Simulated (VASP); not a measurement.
# HfB (Fm-3m) in VASP: notebook

Aim: see how the results for HfB move with the level of theory and the settings. Levels: r2SCAN, PBEsol. Tasks: single point.

All numbers are computed with VASP 6.6.1; they aren't measurements. Logs are shortened: lines on timing, memory, paths and dates and some standing lists are left out, and cuts for length are marked.

## 1. The cell of the first run

It takes space group Fm-3m (No. 225, cubic). The conventional cell has a = 4.620 Å, b = 4.620 Å, c = 4.620 Å, α = 90.00°, β = 90.00°, γ = 90.00°. Hf (site symmetry m-3m) has 6 B at 2.31 Å within 3.1 Å. B (site symmetry m-3m) has 6 Hf at 2.31 Å within 3.1 Å.

## 2. Single point, r2SCAN

POSCAR reads:

```
HfB
1.0
    0.0000000000      2.3100000000      2.3100000000
    2.3100000000      0.0000000000      2.3100000000
    2.3100000000      2.3100000000      0.0000000000
Hf B
1 1
Direct
    0.5000000000      0.5000000000      0.5000000000
    0.0000000000      0.0000000000      0.0000000000
```

INCAR.step1 reads:

```
SYSTEM = HfB
  ALGO = Normal
  EDIFF = 1E-4
  ENCUT = 520
  GGA = PE
  ISMEAR = -1
  LASPH = .True.
  LCHARG = .False.
  LREAL = .False.
  LWAVE = .True.
  NBANDS = 14
  NELM = 80
  PREC = Accurate
  SIGMA = 0.05
```

INCAR.step2 reads:

```
SYSTEM = HfB
  ALGO = Normal
  EDIFF = 1E-6
  ENCUT = 520
  ISIF = 2
  ISMEAR = -1
  ISTART = 1
  LASPH = .True.
  LCHARG = .False.
  LMIXTAU = .True.
  LREAL = .False.
  LWAVE = .False.
  METAGGA = R2SCAN
  NBANDS = 14
  NELM = 80
  PREC = Accurate
  SIGMA = 0.05
```

KPOINTS reads:

```
k-points
0
Gamma
  10 10 10
  0 0 0
```

Potentials or basis: VASP PAW PBE potentials, release 64 (Hf_pv, B).

On the command line:

```sh
cat potpaw_PBE.64/Hf_pv/POTCAR potpaw_PBE.64/B/POTCAR > POTCAR
cp INCAR.step1 INCAR
mpirun -np 1 vasp_std > vasp.out
cp INCAR.step2 INCAR
mpirun -np 1 vasp_std > vasp.out
```

OUTCAR:

```text
SYSTEM = HfB
   EDIFF = 1E-6
   ENCUT = 520
   ISIF = 2
   ISMEAR = -1
   ISTART = 1
   LASPH = .True.
   LREAL = .False.
   METAGGA = R2SCAN
   NELM = 80
   PREC = Accurate

 ion  position               nearest neighbor table
   1  0.500  0.500  0.500-   2 2.31   2 2.31   2 2.31   2 2.31   2 2.31   2 2.31
   2  0.000  0.000  0.000-   1 2.31   1 2.31   1 2.31   1 2.31   1 2.31   1 2.31

  LATTYP: Found a face centered cubic cell.
 ALAT       =     4.6200000000

  Lattice vectors:

 A1 = (   0.0000000000,   2.3100000000,   2.3100000000)
 A2 = (   2.3100000000,   0.0000000000,   2.3100000000)
 A3 = (   2.3100000000,   2.3100000000,   0.0000000000)

Analysis of symmetry for initial positions (statically):
=====================================================================
 Subroutine PRICEL returns:
 Original cell was already a primitive cell.

 Routine SETGRP: Setting up the symmetry group for a
 face centered cubic supercell.

 Subroutine GETGRP returns: Found 48 space group operations
 (whereof 48 operations were pure point group operations)
 out of a pool of 48 trial point group operations.

The static configuration has the point symmetry O_h .

Analysis of symmetry for dynamics (positions and initial velocities):
=====================================================================
 Subroutine PRICEL returns:
 Original cell was already a primitive cell.

 Routine SETGRP: Setting up the symmetry group for a
 face centered cubic supercell.

 Subroutine GETGRP returns: Found 48 space group operations
 (whereof 48 operations were pure point group operations)
 out of a pool of 48 trial point group operations.

The dynamic configuration has the point symmetry O_h .

 Subroutine INISYM returns: Found 48 space group operations
 (whereof 48 operations are pure point group operations),
 and found     1 'primitive' translations

----------------------------------------------------------------------------------------

                                     Primitive cell

  volume of cell :      24.6528

  direct lattice vectors                    reciprocal lattice vectors
     0.000000000  2.310000000  2.310000000    -0.216450216  0.216450216  0.216450216
     2.310000000  0.000000000  2.310000000     0.216450216 -0.216450216  0.216450216
     2.310000000  2.310000000  0.000000000     0.216450216  0.216450216 -0.216450216

  length of vectors
     3.266833329  3.266833329  3.266833329     0.374902772  0.374902772  0.374902772

  position of ions in fractional coordinates (direct lattice)
     0.500000000  0.500000000  0.500000000
     0.000000000  0.000000000  0.000000000

  ion indices of the primitive-cell ions
   primitive index   ion index
                 1           1
                 2           2

----------------------------------------------------------------------------------------

 KPOINTS: k-points

Automatic generation of k-mesh.
 Grid dimensions read from file:
 generate k-points for:   10   10   10

 Generating k-lattice:

  Cartesian coordinates                     Fractional coordinates (reciprocal lattice)
    -0.021645022  0.021645022  0.021645022     0.100000000  0.000000000  0.000000000
     0.021645022 -0.021645022  0.021645022     0.000000000  0.100000000  0.000000000
     0.021645022  0.021645022 -0.021645022     0.000000000  0.000000000  0.100000000

  Length of vectors
     0.037490277  0.037490277  0.037490277

  Shift w.r.t. Gamma in fractional coordinates (k-lattice)
     0.000000000  0.000000000  0.000000000

 Subroutine IBZKPT returns following result:
 ===========================================

 Found     47 irreducible k-points:

 Following reciprocal coordinates:
            Coordinates               Weight
  0.000000  0.000000  0.000000      1.000000
  0.100000  0.000000  0.000000      8.000000
  0.200000  0.000000  0.000000      8.000000
  0.300000  0.000000  0.000000      8.000000
  0.400000  0.000000  0.000000      8.000000
  0.500000  0.000000  0.000000      4.000000
[... 16 lines left out ...]
  0.300000  0.300000  0.000000      6.000000
  0.400000  0.300000  0.000000     24.000000
 [... further k-points ...]
   k-points           NKPTS =     47   k-points in BZ     NKDIM =     47   number of bands    NBANDS=     14
   number of dos      NEDOS =    301   number of ions     NIONS =      2
   total plane-waves  NPLWV =  13824
   dimension x,y,z NGX =    24 NGY =   24 NGZ =   24
   dimension x,y,z NGXF=    48 NGYF=   48 NGZF=   48
   ions per type =               1   1
   NGX,Y,Z   is equivalent  to a cutoff of  12.21, 12.21, 12.21 a.u.
   NGXF,Y,Z  is equivalent  to a cutoff of  24.43, 24.43, 24.43 a.u.
 SYSTEM =  HfB
   PREC   = accura    normal or accurate (medium, high low for compatibility)
   ISTART =      1    job   : 0-new  1-cont  2-samecut
   ICHARG =      0    charge: 1-file 2-atom 10-const
   ISPIN  =      1    spin polarized calculation?
   LNONCOLLINEAR =      F non collinear calculations
   LSORBIT =      F    spin-orbit coupling
   LASPH  =      T    aspherical Exc in radial PAW
   ENCUT  =  520.0 eV  38.22 Ry    6.18 a.u.   6.07  6.07  6.07*2*pi/ulx,y,z
   NELM   =     80;   NELMIN=  2; NELMDL=  0     # of ELM steps
   EDIFF  = 0.1E-05   stopping-criterion for ELM
   LREAL  =      F    real-space projection
   EDIFFG = 0.1E-04   stopping-criterion for IOM
   NSW    =      0    number of steps for IOM
   IBRION =     -1    ionic relax: 0-MD 1-quasi-New 2-CG
   NFREE  =      0    steps in history (QN), initial steepest desc. (CG)
   ISIF   =      2    stress and relaxation
   ISYM   =      2    0-nonsym 1-usesym 2-fastsym
   POTIM  = 0.5000    time-step for ionic-motion
   TEBEG  =    0.0;   TEEND  =   0.0 temperature during run
   PSTRESS=    0.0 pullay stress
   NELECT =      13.0000    total number of electrons
   NUPDOWN=      -1.0000    fix difference up-down
   EMIN   =  10.00;   EMAX   =-10.00  energy-range for DOS
   EFERMI =   0.00;   METHOD = LEGACY
   ISMEAR =    -1;   SIGMA  =   0.05  broadening in eV -4-tet -1-fermi 0-gaus
   EFERMI_NEDOS =   21; number of points for ismear=-14 and -15
   IALGO  =     38    algorithm
   IMIX   =      4    mixing-type and parameters
     AMIX     =   0.40;   BMIX     =  1.00
     AMIX_MAG =   1.60;   BMIX_MAG =  1.00
  volume/ion in A,a.u.               =      12.33        83.18
  Fermi-wavevector in a.u.,A,eV,Ry     =   1.322617  2.499383 23.800871  1.749315
  Thomas-Fermi vector in A             =   2.452285
   LORBIT       =      0    0 simple, 1 ext, 2 COOP (PROOUT), +10 PAW based schemes
   METAGGA = R2SCAN    functional components
   LHFCALC =     F    Hartree Fock is set to
   AEXX    =    0.0000 exact exchange contribution
   IVDW    =     0    specifies the selected vdW correction
   LEPSILON=     F    determine dielectric tensor
   LRPA    =     F    only Hartree local field effects (RPA)
 non-spin polarized calculation
  energy-cutoff  :      520.00
  volume of cell :       24.65
 maximum number of plane-waves:       678
   NGX = 13   NGY = 13   NGZ = 13

 number of electron      13.0000002 magnetization

 Free energy of the ion-electron system (eV)
  ---------------------------------------------------
  ext. energy  EPLUGINS =         0.00000000
  ---------------------------------------------------
  free energy    TOTEN  =       -53.15325635 eV

  energy without entropy =      -53.14133163  energy(sigma->0) =      -53.14729399

 E-fermi :   5.0082     XC(G=0): -13.2288

 val. band max:        4.9862061432   @ k =   0.5000   0.3000   0.1000
 cond. band min:       5.0221197631   @ k =  -0.2000   0.1000   0.0000
 fundamental gap:      0.0359136199
 Fermi energy:         5.0081605733

 k-point     1 :       0.0000    0.0000    0.0000
  band No.  band energies     occupation
      1     -24.3565      2.00000
      2     -24.3565      2.00000
      3     -24.3565      2.00000
      4      -5.1535      2.00000
      5       7.4977      0.00000
      6       7.4977      0.00000
      7       7.4977      0.00000
      8       9.1960      0.00000
      9       9.1960      0.00000
     10       9.1960      0.00000
     11       9.4226      0.00000
     12       9.4226      0.00000
     13      17.2697      0.00000
     14      18.8744      0.00000

 k-point     2 :       0.1000    0.0000    0.0000
  band No.  band energies     occupation
      1     -24.4341      2.00000
      2     -24.3640      2.00000
      3     -24.3640      2.00000
      4      -4.8536      2.00000
      5       6.4800      0.00000
      6       7.0132      0.00000
      7       7.0132      0.00000
      8       8.1777      0.00000
      9       8.1777      0.00000
     10       9.7126      0.00000
     11      11.5317      0.00000
     12      11.5317      0.00000
     13      18.0388      0.00000
     14      19.2159      0.00000

 k-point     3 :       0.2000    0.0000    0.0000
  band No.  band energies     occupation
      1     -24.6318      2.00000
      2     -24.3835      2.00000
      3     -24.3835      2.00000
      4      -4.0133      2.00000
      5       4.8133      1.96019
      6       5.6045      0.00001
      7       5.6045      0.00001
      8       8.8298      0.00000
      9       8.8298      0.00000
     10      10.2469      0.00000
     11      14.0428      0.00000
     12      14.0428      0.00000
     13      19.2945      0.00000
     14      19.5061      0.00000
[... 324 lines left out ...]
 k-point    23 :       0.3000    0.3000    0.0000
  band No.  band energies     occupation
      1     -24.8209      2.00000
      2     -24.5316      2.00000
      3     -24.5315      2.00000
      4      -2.5873      2.00000
      5       2.7274      2.00000
      6       4.8922      1.82080
      7       6.8122      0.00000
      8       6.8122      0.00000
      9      10.6647      0.00000
     10      13.3689      0.00000
     11      13.3689      0.00000
     12      17.1657      0.00000
     13      19.2954      0.00000
     14      20.7271      0.00000

 k-point    24 :       0.4000    0.3000    0.0000
  band No.  band energies     occupation
      1     -24.9185      2.00000
      2     -24.5831      2.00000
      3     -24.5594      2.00000
      4      -2.1138      2.00000
      5       2.6944      2.00000
      6       4.2852      2.00000
      7       6.4304      0.00000
      8       7.3185      0.00000
      9      11.6329      0.00000
     10      13.4933      0.00000
     11      13.7513      0.00000
     12      18.1927      0.00000
     13      18.6457      0.00000
     14      19.2955      0.00000

 [... further k-points ...]

------------------------ aborting loop because EDIFF is reached ----------------------------------------

  FORCE on cell =-STRESS in cart. coord.  units (eV):
  Direction    XX          YY          ZZ          XY          YZ          ZX
  --------------------------------------------------------------------------------------
  -------------------------------------------------------------------------------------
  Total        4.5535290      4.5535290      4.5535290      0.0000000      0.0000000     -0.0000000
  in kB      295.9325631    295.9325631    295.9325631      0.0000000      0.0000000     -0.0000000
  external PRESSURE =     295.9325631 kB  Pullay stress =       0.0000000 kB

 VOLUME and BASIS-vectors are now :
 -----------------------------------------------------------------------------
  energy-cutoff  :      520.00
  volume of cell :       24.65
      direct lattice vectors                 reciprocal lattice vectors
     0.000000000  2.310000000  2.310000000    -0.216450216  0.216450216  0.216450216
     2.310000000  0.000000000  2.310000000     0.216450216 -0.216450216  0.216450216
     2.310000000  2.310000000  0.000000000     0.216450216  0.216450216 -0.216450216

 POSITION                                       TOTAL-FORCE (eV/Angst)
 -----------------------------------------------------------------------------------
      2.31000      2.31000      2.31000         0.000000      0.000000     -0.000000
      0.00000      0.00000      0.00000        -0.000000     -0.000000      0.000000
 -----------------------------------------------------------------------------------
    total drift:                                0.000000     -0.000000      0.000000

  FREE ENERGIE OF THE ION-ELECTRON SYSTEM (eV)
  ---------------------------------------------------
  free  energy   TOTEN  =       -53.1532563456 eV

  energy  without entropy=      -53.1413316301  energy(sigma->0) =      -53.14729399
```

It took 22 s on 1 thread of Intel Xeon 6975P-C (Granite Rapids), shared host; peak memory 0.14 GiB.

Results:

```
Free energy : -53.1533 eV
Pressure    : 29.6 GPa
```

Caveat: the PAW data sets were made with another functional, which shifts forces and pressure a little; spin-orbit coupling is left out, which moves the levels of the heavy elements.

(Continued in part 2 of 2.)
